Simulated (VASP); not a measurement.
Wanted: the native input for a VASP 6.6.1 run.

| Item | Value |
| --- | --- |
| Task | relaxation of cell and atoms |
| Functional | PBE |
| Potentials or basis | VASP PAW PBE potentials, release 64 (Sc_sv, Nb_sv, O) |
| Cutoff | 600 eV |
| k mesh | 6 × 6 × 4 |
| Occupations | gaussian, width 0.1 eV |
| Spin | collinear spin, zero start |
| Starting moments | [0.0, 0.0, 0.0, 0.0, 0.0, 0.0] μB |
| Dipole correction | no |
| Further INCAR settings | ALGO = Normal; EDIFF = 1e-06; IBRION = 2; EDIFFG = -0.04; NSW = 90; ISIF = 3 |

The structure of Sc3NbO2 lies in POSCAR:

```
Sc3NbO2
1.0
    5.2260507700      0.0000000000      0.0000000000
   -2.6130253900      4.5258927300      0.0000000000
    0.0000000000      0.0000000000      3.9697746100
Sc Nb O
3 1 2
Direct
    0.5000000000      0.5000000000      0.5000000000
    0.5000000000      0.0000000000      0.5000000000
    0.0000000000      0.5000000000      0.5000000000
    0.0000000000      0.0000000000      0.0000000000
    0.6666666700      0.3333333300      0.0000000000
    0.3333333300      0.6666666700      0.0000000000
```

The cell was generated, and may not be a known phase.

These files were run (other wordings do the same):

INCAR

```
SYSTEM = Sc3NbO2
PREC = Accurate
ENCUT = 600
EDIFF = 1E-6
ISMEAR = 0
SIGMA = 0.1
LREAL = .FALSE.
LASPH = .TRUE.
NELM = 150
ALGO = Normal
ISIF = 3
LWAVE = .FALSE.
LCHARG = .FALSE.
ISPIN = 2
MAGMOM = 0 0 0 0 0 0
LORBIT = 11
LMAXMIX = 4
GGA = PE
IBRION = 2
NSW = 90
EDIFFG = -0.04
```

KPOINTS

```
Automatic mesh
0
G
  6 6 4
  0 0 0
```

Potentials or basis: VASP PAW PBE potentials, release 64 (Sc_sv, Nb_sv, O).

Launch:

```sh
$ cat potpaw_PBE.64/Sc_sv/POTCAR potpaw_PBE.64/Nb_sv/POTCAR potpaw_PBE.64/O/POTCAR > POTCAR
$ mpirun -np 1 vasp_std > vasp.out
```

It gave:

```yaml
Relaxed_volume: 14.87 Å³/atom
Relaxed_cell: a = 6.103 Å, b = 6.103 Å, c = 2.765 Å, α = 90.00°, β = 90.00°, γ = 120.00°
Space_group_after_relaxing_to_0.1_Å: P6/mmm (No. 191)
Pressure_after_relaxing: 0.0 GPa
Band_gap_on_the_k_mesh: zero (filled and empty bands overlap)
Net_moment: 0.00 μB per cell
Valence_electrons_inside_the_program's_atomic_spheres: Sc 9.57; Nb 10.63; O 5.04
```

Caveat: the k points lie up to 0.57 Å⁻¹ apart in the final cell, too coarse for converged energies and pressures of a metal; a cell axis changed by over 15 % at a fixed basis, so the end point is rough.

Wall time 28 min on 1 thread of AMD EPYC 9R45 96-Core Processor (Zen 5), with other jobs on the host, peak memory 0.34 GiB.
